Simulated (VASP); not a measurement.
A run of VASP 6.6.1 is set up as follows.

INCAR

```
PREC = Accurate ; ENCUT = 520
EDIFF = 1E-6 ; ISMEAR = 0
SIGMA = 0.05 ; LREAL = False
LASPH = True ; NELM = 60
ALGO = Normal ; ISIF = 2
LWAVE = False ; LCHARG = True
GGA = PS ; LELF = True
LVHAR = True ; NBANDS = 98
```

The input KPOINTS:

```
regular mesh
0
Gamma
  3 3 4
```

File POSCAR:

```
Sn8Ru4C
1.0
    6.3890000000      0.0000000000      0.0000000000
    0.0000000000      6.3890000000      0.0000000000
    0.0000000000      0.0000000000      5.6930000000
Sn Ru C
8 4 1
Direct
    0.1275617468      0.6410682423     -0.0794816441
    0.3311183284      0.1597267178      0.0107746355
    0.3577827516      0.8611884489      0.5478160899
    0.1557425262      0.3238311160      0.5068405059
    0.6688765065      0.1738873063      0.4992603197
    0.8213460635      0.6632139615      0.5031055682
    0.8229826264      0.3233765848      0.0124821711
    0.6547207701      0.8335708249      0.0099915686
    0.0328359681     -0.0436047895      0.2569364131
   -0.0220410080      0.0032890906      0.7560546285
    0.4938099859      0.4870242604      0.7606854031
    0.4716594146      0.5181031460      0.2619030388
    0.1937819690      0.6588214118      0.2878666784
```

Potentials or basis: VASP PAW PBE potentials, release 64 (Sn_d, Ru_pv, C).

Launch:

```sh
$ cat potpaw_PBE.64/Sn_d/POTCAR potpaw_PBE.64/Ru_pv/POTCAR potpaw_PBE.64/C/POTCAR > POTCAR
$ mpirun -np 1 vasp_std > vasp.out
```

Task: What does it give for the band gap on the k mesh?

Result: Zero (band 86 reaches 11.55 eV, above the bottom of band 87 at 10.87 eV).

Task: Estimate the largest force.

Result: 0.574 eV/Å.

Task: Estimate the pressure.

Result: 4.1 GPa.

Forces in eV/Å, atoms in the order of the input:
```
Sn  -0.022 -0.172 -0.152
Sn   0.002 -0.032 -0.022
Sn   0.183  0.108  0.221
Sn   0.000  0.001 -0.109
Sn   0.061  0.028 -0.036
Sn  -0.043 -0.115  0.016
Sn  -0.026 -0.030  0.072
Sn   0.029 -0.023  0.016
Ru   0.200 -0.404  0.026
Ru   0.052  0.017  0.017
Ru   0.096 -0.060  0.001
Ru  -0.348  0.141  0.006
C   -0.183  0.541 -0.057
```

Caveat: the PAW data sets were made with another functional, which shifts forces and pressure a little; spin-orbit coupling is left out, which moves the levels of the heavy elements.
